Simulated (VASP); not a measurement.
# I (Pm-3m) in VASP: notebook

Runs on I. Level: LDA. Tasks: density of states.

Program: VASP 6.6.1. These are calculated values, not measurements. Logs are shortened: lines on timing, memory, paths and dates and some standing lists are left out, and cuts for length are marked.

## (1) The cell of the first run

The structure is cubic, space group Pm-3m (No. 221). Conventional cell: a = 2.524 Å, b = 2.524 Å, c = 2.524 Å, α = 90.00°, β = 90.00°, γ = 90.00°. Within 3.3 Å of I (site symmetry m-3m) lie 6 I at 2.52 Å.

## (2) Density of states, LDA (volume scaled by 0.43)

Input file POSCAR:

```
I
1.0
    2.5236214544      0.0000000000      0.0000000000
    0.0000000000      2.5236214544      0.0000000000
    0.0000000000      0.0000000000      2.5236214544
I
1
Direct
    0.0000000000      0.0000000000      0.0000000000
```

Input file INCAR.step1:

```
PREC = Accurate ; ENCUT = 520
EDIFF = 1E-6 ; ISMEAR = -1
SIGMA = 0.05 ; LREAL = False
LASPH = True ; NELM = 60
ALGO = Normal ; ISIF = 2
LWAVE = False ; LCHARG = True
GGA = CA ; NBANDS = 10
```

Input file KPOINTS.step1:

```
Automatic mesh
0
Gamma
  13 13 13
```

Input file INCAR.step2:

```
PREC = Accurate ; ENCUT = 520
EDIFF = 1E-6 ; ISMEAR = -5
SIGMA = 0.05 ; LREAL = False
LASPH = True ; NELM = 60
ALGO = Normal ; ISIF = 2
LWAVE = False ; LCHARG = False
GGA = CA ; LORBIT = 11
NBANDS = 10 ; NEDOS = 1001
ICHARG = 11
```

Input file KPOINTS.step2:

```
Automatic mesh
0
Gamma
  20 20 20
```

Potentials or basis: VASP PAW LDA potentials, release 64 (I).

On the command line:

```console
> cat potpaw_LDA.64/I/POTCAR > POTCAR
> cp INCAR.step1 INCAR
> cp KPOINTS.step1 KPOINTS
> mpirun -np 1 vasp_std > vasp.out
> cp INCAR.step2 INCAR
> cp KPOINTS.step2 KPOINTS
> mpirun -np 1 vasp_std > vasp.out
```

OUTCAR:

```text
PREC = Accurate
   ENCUT = 520
   EDIFF = 1E-6
   ISMEAR = -5
   LREAL = False
   LASPH = True
   NELM = 60
   ISIF = 2
   GGA = CA
   LORBIT = 11
   ICHARG = 11

 ion  position               nearest neighbor table
   1  0.000  0.000  0.000-

  LATTYP: Found a simple cubic cell.
 ALAT       =     2.5236214544

  Lattice vectors:

 A1 = (   2.5236214544,   0.0000000000,   0.0000000000)
 A2 = (   0.0000000000,   2.5236214544,   0.0000000000)
 A3 = (   0.0000000000,   0.0000000000,   2.5236214544)

Analysis of symmetry for initial positions (statically):
=====================================================================
 Subroutine PRICEL returns:
 Original cell was already a primitive cell.

 Routine SETGRP: Setting up the symmetry group for a
 simple cubic supercell.

 Subroutine GETGRP returns: Found 48 space group operations
 (whereof 48 operations were pure point group operations)
 out of a pool of 48 trial point group operations.

The static configuration has the point symmetry O_h .

Analysis of symmetry for dynamics (positions and initial velocities):
=====================================================================
 Subroutine PRICEL returns:
 Original cell was already a primitive cell.

 Routine SETGRP: Setting up the symmetry group for a
 simple cubic supercell.

 Subroutine GETGRP returns: Found 48 space group operations
 (whereof 48 operations were pure point group operations)
 out of a pool of 48 trial point group operations.

The dynamic configuration has the point symmetry O_h .

 Subroutine INISYM returns: Found 48 space group operations
 (whereof 48 operations are pure point group operations),
 and found     1 'primitive' translations

----------------------------------------------------------------------------------------

                                     Primitive cell

  volume of cell :      16.0721

  direct lattice vectors                    reciprocal lattice vectors
     2.523621454  0.000000000  0.000000000     0.396255943  0.000000000  0.000000000
     0.000000000  2.523621454  0.000000000     0.000000000  0.396255943  0.000000000
     0.000000000  0.000000000  2.523621454     0.000000000  0.000000000  0.396255943

  length of vectors
     2.523621454  2.523621454  2.523621454     0.396255943  0.396255943  0.396255943

  position of ions in fractional coordinates (direct lattice)
     0.000000000  0.000000000  0.000000000

  ion indices of the primitive-cell ions
   primitive index   ion index
                 1           1

----------------------------------------------------------------------------------------

 KPOINTS: Automatic mesh

Automatic generation of k-mesh.
 Grid dimensions read from file:
 generate k-points for:   20   20   20

 Generating k-lattice:

  Cartesian coordinates                     Fractional coordinates (reciprocal lattice)
     0.019812797  0.000000000  0.000000000     0.050000000  0.000000000  0.000000000
     0.000000000  0.019812797  0.000000000     0.000000000  0.050000000  0.000000000
     0.000000000  0.000000000  0.019812797     0.000000000  0.000000000  0.050000000

  Length of vectors
     0.019812797  0.019812797  0.019812797

  Shift w.r.t. Gamma in fractional coordinates (k-lattice)
     0.000000000  0.000000000  0.000000000

 TETIRR: Found   3982 inequivalent tetrahedra from    48000

 Subroutine IBZKPT returns following result:
 ===========================================

 Found    286 irreducible k-points:

 Following reciprocal coordinates:
            Coordinates               Weight
  0.000000  0.000000  0.000000      1.000000
  0.050000  0.000000  0.000000      6.000000
  0.100000  0.000000  0.000000      6.000000
  0.150000  0.000000  0.000000      6.000000
  0.200000  0.000000  0.000000      6.000000
  0.250000  0.000000  0.000000      6.000000
[... 16 lines left out ...]
  0.150000  0.100000  0.000000     24.000000
  0.200000  0.100000  0.000000     24.000000
 [... further k-points ...]
   k-points           NKPTS =    286   k-points in BZ     NKDIM =    286   number of bands    NBANDS=     10
   number of dos      NEDOS =   1001   number of ions     NIONS =      1
   total plane-waves  NPLWV =   8000
   dimension x,y,z NGX =    20 NGY =   20 NGZ =   20
   dimension x,y,z NGXF=    40 NGYF=   40 NGZF=   40
   ions per type =               1
   NGX,Y,Z   is equivalent  to a cutoff of  13.18, 13.18, 13.18 a.u.
   NGXF,Y,Z  is equivalent  to a cutoff of  26.35, 26.35, 26.35 a.u.
 SYSTEM =  unknown system
   PREC   = accura    normal or accurate (medium, high low for compatibility)
   ISTART =      0    job   : 0-new  1-cont  2-samecut
   ICHARG =     11    charge: 1-file 2-atom 10-const
   ISPIN  =      1    spin polarized calculation?
   LNONCOLLINEAR =      F non collinear calculations
   LSORBIT =      F    spin-orbit coupling
   LASPH  =      T    aspherical Exc in radial PAW
   ENCUT  =  520.0 eV  38.22 Ry    6.18 a.u.   4.69  4.69  4.69*2*pi/ulx,y,z
   NELM   =     60;   NELMIN=  2; NELMDL=  0     # of ELM steps
   EDIFF  = 0.1E-05   stopping-criterion for ELM
   LREAL  =      F    real-space projection
   EDIFFG = 0.1E-04   stopping-criterion for IOM
   NSW    =      0    number of steps for IOM
   IBRION =     -1    ionic relax: 0-MD 1-quasi-New 2-CG
   NFREE  =      0    steps in history (QN), initial steepest desc. (CG)
   ISIF   =      2    stress and relaxation
   ISYM   =      2    0-nonsym 1-usesym 2-fastsym
   POTIM  = 0.5000    time-step for ionic-motion
   TEBEG  =    0.0;   TEEND  =   0.0 temperature during run
   PSTRESS=    0.0 pullay stress
   NELECT =       7.0000    total number of electrons
   NUPDOWN=      -1.0000    fix difference up-down
   EMIN   =  10.00;   EMAX   =-10.00  energy-range for DOS
   EFERMI =   0.00;   METHOD = LEGACY
   ISMEAR =    -5;   SIGMA  =   0.05  broadening in eV -4-tet -1-fermi 0-gaus
   EFERMI_NEDOS =   21; number of points for ismear=-14 and -15
   IALGO  =     38    algorithm
   IMIX   =      4    mixing-type and parameters
     AMIX     =   0.40;   BMIX     =  1.00
     AMIX_MAG =   1.60;   BMIX_MAG =  1.00
  volume/ion in A,a.u.               =      16.07       108.46
  Fermi-wavevector in a.u.,A,eV,Ry     =   1.240938  2.345032 20.951969  1.539926
  Thomas-Fermi vector in A             =   2.375357
   LORBIT       =     11    0 simple, 1 ext, 2 COOP (PROOUT), +10 PAW based schemes
   GGA     = CA    functional components
   LHFCALC =     F    Hartree Fock is set to
   AEXX    =    0.0000 exact exchange contribution
   IVDW    =     0    specifies the selected vdW correction
   LEPSILON=     F    determine dielectric tensor
   LRPA    =     F    only Hartree local field effects (RPA)
 non-spin polarized calculation
 Fermi weights with tetrahedron method with Bloechl corrections
  energy-cutoff  :      520.00
  volume of cell :       16.07
 maximum number of plane-waves:       461
 NGX is ok and might be reduce to    20

 number of electron       7.0000002 magnetization

 Free energy of the ion-electron system (eV)
  ---------------------------------------------------
  ext. energy  EPLUGINS =         0.00000000
  ---------------------------------------------------
  free energy    TOTEN  =         4.00614630 eV

  energy without entropy =        4.00614630  energy(sigma->0) =        4.00614630

 E-fermi :  19.6774     XC(G=0): -12.9023

 val. band max:       19.9600253151   @ k =   0.1500   0.0000   0.0000
 cond. band min:      19.5015235155   @ k =   0.5000   0.3500   0.2500
 fundamental gap:     -0.4585017996
 Fermi energy:        19.6774046002

 k-point     1 :       0.0000    0.0000    0.0000
  band No.  band energies     occupation
      1      -4.0149      2.00000
      2      19.4017      2.00000
      3      19.4017      2.00000
      4      19.4017      2.00000
      5      23.6892      0.00000
      6      23.6892      0.00000
      7      28.3860      0.00000
      8      38.7983      0.00000
      9      38.7984      0.00000
     10      38.7984      0.00000

 k-point     2 :       0.0500    0.0000    0.0000
  band No.  band energies     occupation
      1      -3.9556      2.00000
      2      18.5531      2.00000
      3      19.4651      2.00000
      4      19.4651      2.01570
      5      23.7271      0.00000
      6      24.3558      0.00000
      7      28.6609      0.00000
      8      38.3297      0.00000
      9      38.5806      0.00000
     10      38.5808      0.00000

 k-point     3 :       0.1000    0.0000    0.0000
  band No.  band energies     occupation
      1      -3.7781      2.00000
      2      16.8449      2.00000
      3      19.6533      1.92385
      4      19.6533      1.37976
      5      23.8411      0.00000
      6      25.4136      0.00000
      7      29.5883      0.00000
      8      37.2307      0.00000
      9      37.9440      0.00000
     10      37.9442      0.00000

 k-point     4 :       0.1500    0.0000    0.0000
  band No.  band energies     occupation
      1      -3.4834      2.00000
      2      14.9446      2.00000
      3      19.9600      1.12736
      4      19.9600      0.02714
      5      24.0316      0.00000
      6      26.1588      0.00000
      7      31.1991      0.00000
      8      35.9053      0.00000
      9      36.9888      0.00000
     10      36.9888      0.00000
[... 222 lines left out ...]
 k-point    22 :       0.1000    0.1000    0.0000
  band No.  band energies     occupation
      1      -3.5414      2.00000
      2      16.7674      2.00000
      3      17.4246      2.00000
      4      19.9062      0.54325
      5      24.7376      0.00000
      6      26.8054      0.00000
      7      30.3201      0.00000
      8      35.2312      0.00000
      9      37.6323      0.00000
     10      38.0104      0.00000

 k-point    23 :       0.1500    0.1000    0.0000
  band No.  band energies     occupation
      1      -3.2467      2.00000
      2      15.1248      2.00000
      3      17.4586      2.00000
      4      20.2146     -0.10529
      5      25.0283      0.00000
      6      27.7712      0.00000
      7      31.4590      0.00000
      8      33.9465      0.00000
      9      36.9937      0.00000
     10      37.3569      0.00000

 k-point    24 :       0.2000    0.1000    0.0000
  band No.  band energies     occupation
      1      -2.8371      2.00000
      2      13.2446      2.00000
      3      17.8291      2.04548
      4      20.6309     -0.08486
      5      25.3331      0.00000
      6      28.3335      0.00000
      7      32.0523      0.00000
      8      33.7897      0.00000
      9      35.9960      0.00000
     10      36.4133      0.00000

 [... further k-points ...]
[... 5 lines left out ...]
  --------------------------------------------------------------------------------------
  -------------------------------------------------------------------------------------
  Total       17.3944489     17.3944489     17.3944489      0.0000000     -0.0000000      0.0000000
  in kB     1733.9981272   1733.9981272   1733.9981272      0.0000000     -0.0000000      0.0000000
  external PRESSURE =    1733.9981272 kB  Pullay stress =       0.0000000 kB

 VOLUME and BASIS-vectors are now :
 -----------------------------------------------------------------------------
  energy-cutoff  :      520.00
  volume of cell :       16.07
      direct lattice vectors                 reciprocal lattice vectors
     2.523621454  0.000000000  0.000000000     0.396255943  0.000000000  0.000000000
     0.000000000  2.523621454  0.000000000     0.000000000  0.396255943  0.000000000
     0.000000000  0.000000000  2.523621454     0.000000000  0.000000000  0.396255943

 POSITION                                       TOTAL-FORCE (eV/Angst)
 -----------------------------------------------------------------------------------
      0.00000      0.00000      0.00000         0.000000      0.000000      0.000000
 -----------------------------------------------------------------------------------
    total drift:                               -0.000000     -0.000000      0.000000

  FREE ENERGIE OF THE ION-ELECTRON SYSTEM (eV)
  ---------------------------------------------------
  free  energy   TOTEN  =         4.0061462974 eV

  energy  without entropy=        4.0061462974  energy(sigma->0) =        4.00614630

 total charge

# of ion       s       p       d       tot
------------------------------------------
    1        1.636   2.764   0.459   4.859
```

It took 21 s on 1 thread of Intel Xeon 6975P-C, shared host; peak memory 0.16 GiB.

What came out:

- Valence electrons inside the program's atomic spheres: I 4.86

Caveat: spin-orbit coupling is left out, which moves the levels of the heavy elements; an odd number of electrons without spin polarisation forces a metal; a magnetic or distorted state may lie lower; tetrahedron occupations give inexact forces and stress in metals.

(Continued in part 2 of 2.)
